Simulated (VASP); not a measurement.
# Pb (P6/mmm) in VASP: a series of runs

Pb is run at these levels: PBEsol; tasks: single point, relaxation of cell and atoms.

Everything below comes from runs of VASP 6.6.1. Logs are shortened: lines on timing, memory, paths and dates and some standing lists are left out, and cuts for length are marked.

## Step 1: The cell of the first run

The structure is hexagonal, space group P6/mmm (No. 191). Conventional cell: a = 5.562 Å, b = 5.562 Å, c = 3.379 Å, α = 90.00°, β = 90.00°, γ = 120.00°. Pb (site symmetry 6/mmm) has 14 Pb at 3.38 to 3.63 Å within 4.4 Å. Pb (site symmetry -6m2) has 11 Pb at 3.21 to 3.63 Å within 4.2 Å.

## Step 2: Single point, PBEsol

Contents of INCAR:

```
SYSTEM = Pb
PREC = Accurate
ENCUT = 520
EDIFF = 1E-6
ISMEAR = -1
SIGMA = 0.1
LREAL = .FALSE.
LASPH = .TRUE.
NELM = 80
ALGO = Normal
ISIF = 2
LWAVE = .FALSE.
LCHARG = .FALSE.
GGA = PS
NBANDS = 28
```

Contents of KPOINTS:

```
Automatic mesh
0
G
  7 7 9
  0 0 0
```

Contents of POSCAR:

```
Pb
1.0
    5.5617097157      0.0000000000      0.0000000000
   -2.7808548579      4.8165819023      0.0000000000
    0.0000000000      0.0000000000      3.3786890005
Pb
3
Direct
    1.0000000000      1.0000000000      0.0000000000
    0.3333333333      0.6666666667      0.5000000000
    0.6666666667      0.3333333333      0.5000000000
```

Potentials or basis: VASP PAW PBE potentials, release 64 (Pb_d).

Started as:

```console
cat potpaw_PBE.64/Pb_d/POTCAR > POTCAR
mpirun -np 1 vasp_std > vasp.out
```

OUTCAR:

```text
SYSTEM = Pb
   PREC = Accurate
   ENCUT = 520
   EDIFF = 1E-6
   ISMEAR = -1
   LREAL = .FALSE.
   LASPH = .TRUE.
   NELM = 80
   ISIF = 2
   GGA = PS

 ion  position               nearest neighbor table
   1  0.000  0.000  0.000-   2 3.63   3 3.63   2 3.63   3 3.63   3 3.63   3 3.63   2 3.63   2 3.63
                             3 3.63   3 3.63   2 3.63   2 3.63
   2  0.333  0.667  0.500-   3 3.21   3 3.21   3 3.21   1 3.63   1 3.63   1 3.63   1 3.63   1 3.63
                             1 3.63
   3  0.667  0.333  0.500-   2 3.21   2 3.21   2 3.21   1 3.63   1 3.63   1 3.63   1 3.63   1 3.63
                             1 3.63

  LATTYP: Found a hexagonal cell.
 ALAT       =     5.5617097157
 C/A-ratio  =     0.6074910726

  Lattice vectors:

 A1 = (   5.5617097157,   0.0000000000,   0.0000000000)
 A2 = (  -2.7808548579,   4.8165819023,   0.0000000000)
 A3 = (   0.0000000000,   0.0000000000,   3.3786890005)

Analysis of symmetry for initial positions (statically):
=====================================================================
 Subroutine PRICEL returns:
 Original cell was already a primitive cell.

 Routine SETGRP: Setting up the symmetry group for a
 hexagonal supercell.

 Subroutine GETGRP returns: Found 24 space group operations
 (whereof 24 operations were pure point group operations)
 out of a pool of 24 trial point group operations.

The static configuration has the point symmetry D_6h.

Analysis of symmetry for dynamics (positions and initial velocities):
=====================================================================
 Subroutine PRICEL returns:
 Original cell was already a primitive cell.

 Routine SETGRP: Setting up the symmetry group for a
 hexagonal supercell.

 Subroutine GETGRP returns: Found 24 space group operations
 (whereof 24 operations were pure point group operations)
 out of a pool of 24 trial point group operations.

The dynamic configuration has the point symmetry D_6h.

 Subroutine INISYM returns: Found 24 space group operations
 (whereof 24 operations are pure point group operations),
 and found     1 'primitive' translations

----------------------------------------------------------------------------------------

                                     Primitive cell

  volume of cell :      90.5098

  direct lattice vectors                    reciprocal lattice vectors
     5.561709716  0.000000000  0.000000000     0.179800826  0.103808055  0.000000000
    -2.780854858  4.816581902  0.000000000     0.000000000  0.207616110  0.000000000
[... 80 lines left out ...]
   ICHARG =      2    charge: 1-file 2-atom 10-const
   ISPIN  =      1    spin polarized calculation?
   LNONCOLLINEAR =      F non collinear calculations
   LSORBIT =      F    spin-orbit coupling
   LASPH  =      T    aspherical Exc in radial PAW
   ENCUT  =  520.0 eV  38.22 Ry    6.18 a.u.  10.34 10.34  6.28*2*pi/ulx,y,z
   NELM   =     80;   NELMIN=  2; NELMDL= -5     # of ELM steps
   EDIFF  = 0.1E-05   stopping-criterion for ELM
   LREAL  =      F    real-space projection
   EDIFFG = 0.1E-04   stopping-criterion for IOM
   NSW    =      0    number of steps for IOM
   IBRION =     -1    ionic relax: 0-MD 1-quasi-New 2-CG
   NFREE  =      0    steps in history (QN), initial steepest desc. (CG)
   ISIF   =      2    stress and relaxation
   ISYM   =      2    0-nonsym 1-usesym 2-fastsym
   POTIM  = 0.5000    time-step for ionic-motion
   TEBEG  =    0.0;   TEEND  =   0.0 temperature during run
   PSTRESS=    0.0 pullay stress
   NELECT =      42.0000    total number of electrons
   NUPDOWN=      -1.0000    fix difference up-down
   EMIN   =  10.00;   EMAX   =-10.00  energy-range for DOS
   EFERMI =   0.00;   METHOD = LEGACY
   ISMEAR =    -1;   SIGMA  =   0.10  broadening in eV -4-tet -1-fermi 0-gaus
   EFERMI_NEDOS =   21; number of points for ismear=-14 and -15
   IALGO  =     38    algorithm
   IMIX   =      4    mixing-type and parameters
     AMIX     =   0.40;   BMIX     =  1.00
     AMIX_MAG =   1.60;   BMIX_MAG =  1.00
  volume/ion in A,a.u.               =      30.17       203.60
  Fermi-wavevector in a.u.,A,eV,Ry     =   1.267436  2.395107 21.856324  1.606394
  Thomas-Fermi vector in A             =   2.400584
   LORBIT       =      0    0 simple, 1 ext, 2 COOP (PROOUT), +10 PAW based schemes
   GGA     = PS    functional components
   LHFCALC =     F    Hartree Fock is set to
   AEXX    =    0.0000 exact exchange contribution
   IVDW    =     0    specifies the selected vdW correction
   LEPSILON=     F    determine dielectric tensor
   LRPA    =     F    only Hartree local field effects (RPA)
 non-spin polarized calculation
  energy-cutoff  :      520.00
  volume of cell :       90.51
 maximum number of plane-waves:      2454
 NGX is ok and might be reduce to    42
   NGX = 21   NGY = 21   NGZ = 13

 number of electron      42.0000008 magnetization

 Free energy of the ion-electron system (eV)
  ---------------------------------------------------
  ext. energy  EPLUGINS =         0.00000000
  ---------------------------------------------------
  free energy    TOTEN  =       -11.84944940 eV

  energy without entropy =      -11.79171212  energy(sigma->0) =      -11.82058076

 E-fermi :   7.1105     XC(G=0): -10.3598

 val. band max:        7.1095211683   @ k =   0.2857   0.2857   0.2222
 cond. band min:       7.1116420066   @ k =   0.4286   0.1429   0.0000
 fundamental gap:      0.0021208383
 Fermi energy:         7.1105281225

 k-point     1 :       0.0000    0.0000    0.0000
  band No.  band energies     occupation
      1     -10.0759      2.00000
      2      -9.9458      2.00000
      3      -9.8797      2.00000
      4      -9.8797      2.00000
      5      -9.8134      2.00000
      6      -9.8134      2.00000
[... 733 lines left out ...]
     27      12.7645      0.00000
     28      15.2280      0.00000

 [... further k-points ...]
[... 5 lines left out ...]
  --------------------------------------------------------------------------------------
  -------------------------------------------------------------------------------------
  Total       -0.0230262     -0.0230262     -0.0470949      0.0000000      0.0000000     -0.0000000
  in kB       -0.4076038     -0.4076038     -0.8336599      0.0000000      0.0000000     -0.0000000
  external PRESSURE =      -0.5496225 kB  Pullay stress =       0.0000000 kB

 VOLUME and BASIS-vectors are now :
 -----------------------------------------------------------------------------
  energy-cutoff  :      520.00
  volume of cell :       90.51
      direct lattice vectors                 reciprocal lattice vectors
     5.561709716  0.000000000  0.000000000     0.179800826  0.103808055  0.000000000
    -2.780854858  4.816581902  0.000000000     0.000000000  0.207616110  0.000000000
     0.000000000  0.000000000  3.378689001     0.000000000  0.000000000  0.295972787

 POSITION                                       TOTAL-FORCE (eV/Angst)
 -----------------------------------------------------------------------------------
      0.00000      0.00000      0.00000         0.000000      0.000000      0.000000
     -0.00000      3.21105      1.68934         0.000000     -0.000000      0.000000
      2.78085      1.60553      1.68934        -0.000000      0.000000      0.000000
 -----------------------------------------------------------------------------------
    total drift:                               -0.000000      0.000000     -0.000000

  FREE ENERGIE OF THE ION-ELECTRON SYSTEM (eV)
  ---------------------------------------------------
  free  energy   TOTEN  =       -11.8494493960 eV

  energy  without entropy=      -11.7917121197  energy(sigma->0) =      -11.82058076
```

Wall time 34 s (1 thread of AMD EPYC 9R45 (Zen 5), shared host); peak memory 0.21 GiB.

Results:

* Free energy: -11.8494 eV
* Pressure: -0.1 GPa
* Band gap on the k mesh: zero (band 21 reaches 9.17 eV, above the bottom of band 22 at 5.09 eV)

Levels at points of the mesh, in eV from the Fermi level:
```
           k point  band 17  band 18  band 19  band 20  band 21  band 22  band 23  band 24  band 25  band 26
(0.00, 0.00, 0.00)    -7.44    -7.00    -2.14    -2.14    -2.02    -2.02     2.95     6.94     7.79     7.79
```

Caveat: the PAW data sets were made with another functional, which shifts forces and pressure a little; spin-orbit coupling is left out, which moves the levels of the heavy elements.

(Continued in part 2 of 2.)
